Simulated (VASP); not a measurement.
# HfO2 (R-3m) in VASP: notebook, part 3 of 3

VASP 6.6.1.

### 6 Single point, PBEsol

This run uses another cell than the first one, of 11.27 Å³/atom, 1.026 times its volume.

INCAR

```
  ALGO = Normal
  EDIFF = 1E-6
  ENCUT = 520
  GGA = PS
  ISIF = 2
  ISMEAR = 0
  LASPH = T
  LCHARG = F
  LREAL = F
  LWAVE = F
  NBANDS = 18
  NELM = 100
  PREC = Accurate
  SIGMA = 0.05
```

KPOINTS

```
k-points
0
Gamma
  8 8 8
```

POSCAR

```
HfO2
1.0
   -0.1356534982      2.5001010004      2.5001010004
    2.5001010004     -0.1356534982      2.5001010004
    2.5001010004      2.5001010004     -0.1356534982
Hf O
1 2
Direct
    0.0000000000      0.0000000000      0.0000000000
    0.2500000000      0.2500000000      0.2500000000
    0.7500000000      0.7500000000      0.7500000000
```

Potentials or basis: VASP PAW PBE potentials, release 64 (Hf_pv, O).

Started as:

```sh
$ cat potpaw_PBE.64/Hf_pv/POTCAR potpaw_PBE.64/O/POTCAR > POTCAR
$ mpirun -np 1 vasp_std > vasp.out
```

OUTCAR:

```text
EDIFF = 1E-6
   ENCUT = 520
   GGA = PS
   ISIF = 2
   ISMEAR = 0
   LASPH = T
   LREAL = F
   NELM = 100
   PREC = Accurate

 ion  position               nearest neighbor table
   1  0.000  0.000  0.000-   2 2.11   3 2.11   3 2.26   3 2.26   3 2.26   2 2.26   2 2.26   2 2.26

   2  0.250  0.250  0.250-   1 2.11   1 2.26   1 2.26   1 2.26
   3  0.750  0.750  0.750-   1 2.11   1 2.26   1 2.26   1 2.26

  LATTYP: Found a trigonal (rhomboedric) cell.
 ALAT       =     3.5382780976
 COS(alpha) =     0.4450856131

  Lattice vectors:

 A1 = (  -0.1356534982,   2.5001010004,   2.5001010004)
 A2 = (   2.5001010004,  -0.1356534982,   2.5001010004)
 A3 = (   2.5001010004,   2.5001010004,  -0.1356534982)

Analysis of symmetry for initial positions (statically):
=====================================================================
 Subroutine PRICEL returns:
 Original cell was already a primitive cell.

 Routine SETGRP: Setting up the symmetry group for a
 trigonal (rhombohedral) supercell.

 Subroutine GETGRP returns: Found 12 space group operations
 (whereof 12 operations were pure point group operations)
 out of a pool of 12 trial point group operations.

The static configuration has the point symmetry D_3d.

Analysis of symmetry for dynamics (positions and initial velocities):
=====================================================================
 Subroutine PRICEL returns:
 Original cell was already a primitive cell.

 Routine SETGRP: Setting up the symmetry group for a
 trigonal (rhombohedral) supercell.

 Subroutine GETGRP returns: Found 12 space group operations
 (whereof 12 operations were pure point group operations)
 out of a pool of 12 trial point group operations.

The dynamic configuration has the point symmetry D_3d.

 Subroutine INISYM returns: Found 12 space group operations
 (whereof 12 operations are pure point group operations),
 and found     1 'primitive' translations

----------------------------------------------------------------------------------------

                                     Primitive cell

  volume of cell :      33.7950

  direct lattice vectors                    reciprocal lattice vectors
    -0.135653498  2.500101000  2.500101000    -0.184409029  0.194988976  0.194988976
     2.500101000 -0.135653498  2.500101000     0.194988976 -0.184409029  0.194988976
     2.500101000  2.500101000 -0.135653498     0.194988976  0.194988976 -0.184409029

  length of vectors
     3.538278098  3.538278098  3.538278098     0.331734972  0.331734972  0.331734972

  position of ions in fractional coordinates (direct lattice)
     0.000000000  0.000000000  0.000000000
     0.250000000  0.250000000  0.250000000
     0.750000000  0.750000000  0.750000000

  ion indices of the primitive-cell ions
   primitive index   ion index
                 1           1
                 2           2
                 3           3

----------------------------------------------------------------------------------------

 KPOINTS: k-points

Automatic generation of k-mesh.
 Grid dimensions read from file:
 generate k-points for:    8    8    8

 Generating k-lattice:

  Cartesian coordinates                     Fractional coordinates (reciprocal lattice)
    -0.023051129  0.024373622  0.024373622     0.125000000  0.000000000 -0.000000000
     0.024373622 -0.023051129  0.024373622     0.000000000  0.125000000 -0.000000000
     0.024373622  0.024373622 -0.023051129     0.000000000  0.000000000  0.125000000

  Length of vectors
     0.041466872  0.041466872  0.041466872

  Shift w.r.t. Gamma in fractional coordinates (k-lattice)
     0.000000000  0.000000000  0.000000000

 Subroutine IBZKPT returns following result:
 ===========================================

 Found     65 irreducible k-points:

 Following reciprocal coordinates:
            Coordinates               Weight
  0.000000  0.000000  0.000000      1.000000
  0.125000  0.000000 -0.000000      6.000000
  0.250000  0.000000 -0.000000      6.000000
  0.375000  0.000000  0.000000      6.000000
  0.500000  0.000000 -0.000000      3.000000
  0.125000  0.125000 -0.000000      6.000000
[... 16 lines left out ...]
  0.250000  0.125000  0.125000      6.000000
  0.375000  0.125000  0.125000      6.000000
 [... further k-points ...]
   k-points           NKPTS =     65   k-points in BZ     NKDIM =     65   number of bands    NBANDS=     18
   number of dos      NEDOS =    301   number of ions     NIONS =      3
   total plane-waves  NPLWV =  21952
   dimension x,y,z NGX =    28 NGY =   28 NGZ =   28
   dimension x,y,z NGXF=    56 NGYF=   56 NGZF=   56
   ions per type =               1   2
   NGX,Y,Z   is equivalent  to a cutoff of  13.16, 13.16, 13.16 a.u.
   NGXF,Y,Z  is equivalent  to a cutoff of  26.31, 26.31, 26.31 a.u.
 SYSTEM =  unknown system
   PREC   = accura    normal or accurate (medium, high low for compatibility)
   ISTART =      0    job   : 0-new  1-cont  2-samecut
   ICHARG =      2    charge: 1-file 2-atom 10-const
   ISPIN  =      1    spin polarized calculation?
   LNONCOLLINEAR =      F non collinear calculations
   LSORBIT =      F    spin-orbit coupling
   LASPH  =      T    aspherical Exc in radial PAW
   ENCUT  =  520.0 eV  38.22 Ry    6.18 a.u.   6.58  6.58  6.58*2*pi/ulx,y,z
   NELM   =    100;   NELMIN=  2; NELMDL= -5     # of ELM steps
   EDIFF  = 0.1E-05   stopping-criterion for ELM
   LREAL  =      F    real-space projection
   EDIFFG = 0.1E-04   stopping-criterion for IOM
   NSW    =      0    number of steps for IOM
   IBRION =     -1    ionic relax: 0-MD 1-quasi-New 2-CG
   NFREE  =      0    steps in history (QN), initial steepest desc. (CG)
   ISIF   =      2    stress and relaxation
   ISYM   =      2    0-nonsym 1-usesym 2-fastsym
   POTIM  = 0.5000    time-step for ionic-motion
   TEBEG  =    0.0;   TEEND  =   0.0 temperature during run
   PSTRESS=    0.0 pullay stress
   NELECT =      22.0000    total number of electrons
   NUPDOWN=      -1.0000    fix difference up-down
   EMIN   =  10.00;   EMAX   =-10.00  energy-range for DOS
   EFERMI =   0.00;   METHOD = LEGACY
   ISMEAR =     0;   SIGMA  =   0.05  broadening in eV -4-tet -1-fermi 0-gaus
   EFERMI_NEDOS =   21; number of points for ismear=-14 and -15
   IALGO  =     38    algorithm
   IMIX   =      4    mixing-type and parameters
     AMIX     =   0.40;   BMIX     =  1.00
     AMIX_MAG =   1.60;   BMIX_MAG =  1.00
  volume/ion in A,a.u.               =      11.27        76.02
  Fermi-wavevector in a.u.,A,eV,Ry     =   1.418834  2.681207 27.389750  2.013090
  Thomas-Fermi vector in A             =   2.539918
   LORBIT       =      0    0 simple, 1 ext, 2 COOP (PROOUT), +10 PAW based schemes
   GGA     = PS    functional components
   LHFCALC =     F    Hartree Fock is set to
   AEXX    =    0.0000 exact exchange contribution
   IVDW    =     0    specifies the selected vdW correction
   LEPSILON=     F    determine dielectric tensor
   LRPA    =     F    only Hartree local field effects (RPA)
 non-spin polarized calculation
 Gauss-broadening in eV      SIGMA  =   0.05
  energy-cutoff  :      520.00
  volume of cell :       33.80
 maximum number of plane-waves:       920
 NGX is ok and might be reduce to    28
   NGX = 13   NGY = 13   NGZ = 13

 number of electron      22.0000000 magnetization

 Free energy of the ion-electron system (eV)
  ---------------------------------------------------
  ext. energy  EPLUGINS =         0.00000000
  ---------------------------------------------------
  free energy    TOTEN  =       -31.45098772 eV

  energy without entropy =      -31.45098772  energy(sigma->0) =      -31.45098772

 E-fermi :   4.0112     XC(G=0): -11.9067

 val. band max:        3.7796467068   @ k =   0.5000   0.5000  -0.0000
 cond. band min:       7.4253143368   @ k =   0.5000   0.5000  -0.0000
 fundamental gap:      3.6456676300
 Fermi energy:         4.0112258549

 k-point     1 :       0.0000    0.0000    0.0000
  band No.  band energies     occupation
      1     -25.9705      2.00000
      2     -25.9705      2.00000
      3     -25.9508      2.00000
      4     -14.6656      2.00000
      5     -11.7336      2.00000
      6      -1.4327      2.00000
[... 10 lines left out ...]
     17      14.4752      0.00000
     18      16.8625      0.00000
[... 466 lines left out ...]
      2     -26.0154      2.00000
      3     -25.9905      2.00000
      4     -13.6566      2.00000
      5     -12.4603      2.00000
      6      -0.8358      2.00000
[... 10 lines left out ...]
     17      14.0025      0.00000
     18      15.8333      0.00000

 [... further k-points ...]

------------------------ aborting loop because EDIFF is reached ----------------------------------------

  FORCE on cell =-STRESS in cart. coord.  units (eV):
  Direction    XX          YY          ZZ          XY          YZ          ZX
  --------------------------------------------------------------------------------------
  -------------------------------------------------------------------------------------
  Total       -2.8748838     -2.8748838     -2.8748838      1.0622343      1.0622343      1.0622343
  in kB     -136.2945322   -136.2945322   -136.2945322     50.3591593     50.3591593     50.3591593
  external PRESSURE =    -136.2945322 kB  Pullay stress =       0.0000000 kB

 VOLUME and BASIS-vectors are now :
 -----------------------------------------------------------------------------
  energy-cutoff  :      520.00
  volume of cell :       33.80
      direct lattice vectors                 reciprocal lattice vectors
    -0.135653498  2.500101000  2.500101000    -0.184409029  0.194988976  0.194988976
     2.500101000 -0.135653498  2.500101000     0.194988976 -0.184409029  0.194988976
     2.500101000  2.500101000 -0.135653498     0.194988976  0.194988976 -0.184409029

 POSITION                                       TOTAL-FORCE (eV/Angst)
 -----------------------------------------------------------------------------------
      0.00000      0.00000      0.00000         0.000000      0.000000      0.000000
      1.21614      1.21614      1.21614         0.377397      0.377397      0.377397
      3.64841      3.64841      3.64841        -0.377397     -0.377397     -0.377397
 -----------------------------------------------------------------------------------
    total drift:                                0.000000      0.000000      0.000000

  FREE ENERGIE OF THE ION-ELECTRON SYSTEM (eV)
  ---------------------------------------------------
  free  energy   TOTEN  =       -31.4509877176 eV

  energy  without entropy=      -31.4509877176  energy(sigma->0) =      -31.45098772
```

OSZICAR:

```text
N       E                     dE             d eps       ncg     rms          rms(c)
DAV:   1     0.904687986829E+02    0.90469E+02   -0.12679E+04  2340   0.121E+03
DAV:   2    -0.325474459445E+02   -0.12302E+03   -0.11927E+03  3072   0.283E+02
DAV:   3    -0.367405600732E+02   -0.41931E+01   -0.41793E+01  2736   0.462E+01
DAV:   4    -0.367643165015E+02   -0.23756E-01   -0.23751E-01  2904   0.395E+00
DAV:   5    -0.367644610529E+02   -0.14455E-03   -0.14455E-03  2628   0.287E-01    0.470E+01
DAV:   6    -0.316562293223E+02    0.51082E+01   -0.18654E+01  2390   0.302E+01    0.407E+01
DAV:   7    -0.315096493127E+02    0.14658E+00   -0.69785E-01  2638   0.681E+00    0.282E+01
DAV:   8    -0.314761124113E+02    0.33537E-01   -0.33299E-01  2546   0.507E+00    0.904E+00
DAV:   9    -0.314510033394E+02    0.25109E-01   -0.69858E-02  2438   0.224E+00    0.292E+00
DAV:  10    -0.314509794643E+02    0.23875E-04   -0.29881E-03  3030   0.412E-01    0.184E-01
DAV:  11    -0.314509819020E+02   -0.24377E-05   -0.16095E-04  2564   0.105E-01    0.160E-01
DAV:  12    -0.314509873662E+02   -0.54642E-05   -0.17617E-05  2692   0.293E-02    0.747E-03
DAV:  13    -0.314509877176E+02   -0.35142E-06   -0.49472E-07  2164   0.550E-03
   1 F= -.31450988E+02 E0= -.31450988E+02  d E =-.797906E-13
```

Wall time 16 s (1 thread of Intel Xeon 6975P-C (Granite Rapids), shared host); peak memory 0.17 GiB.

Results:

```
Free energy            : -31.4510 eV
Pressure               : -13.6 GPa
Largest force          : 0.654 eV/Å
Band gap on the k mesh : 3.65 eV, direct
```

Forces in eV/Å, atoms in the order of the input:
```
Hf   0.000  0.000  0.000
O    0.377  0.377  0.377
O   -0.377 -0.377 -0.377
```

Caveat: the PAW data sets were made with another functional, which shifts forces and pressure a little; spin-orbit coupling is left out, which moves the levels of the heavy elements.

### 7 Overview

```tsv
cell	gap on the mesh (eV)	pressure (GPa)	largest force (eV/Å)
a = 3.508 Å, angles 63.6°, 3 atoms	3.71	-8.0	0.79
a = 3.701 Å, angles 56.5°, 3 atoms	3.70	-8.4	0.36
a = 3.498 Å, angles 65.4°, 3 atoms	3.73	-10.9	1.20
a = 3.790 Å, angles 54.8°, 3 atoms	3.70	-12.1	0.27
a = 3.538 Å, angles 63.6°, 3 atoms	3.65	-13.6	0.65
```

Alike in all rows: task single point; level PBEsol; potentials or basis VASP PAW PBE potentials, release 64 (Hf_pv, O); no spin polarisation; k mesh 8 × 8 × 8; cutoff (eV) 520; smearing gaussian 0.05 eV.

Caveats: the PAW data sets were made with another functional, which shifts forces and pressure a little; spin-orbit coupling is left out, which moves the levels of the heavy elements.

Absolute energies hang on the potentials; compare differences alone.
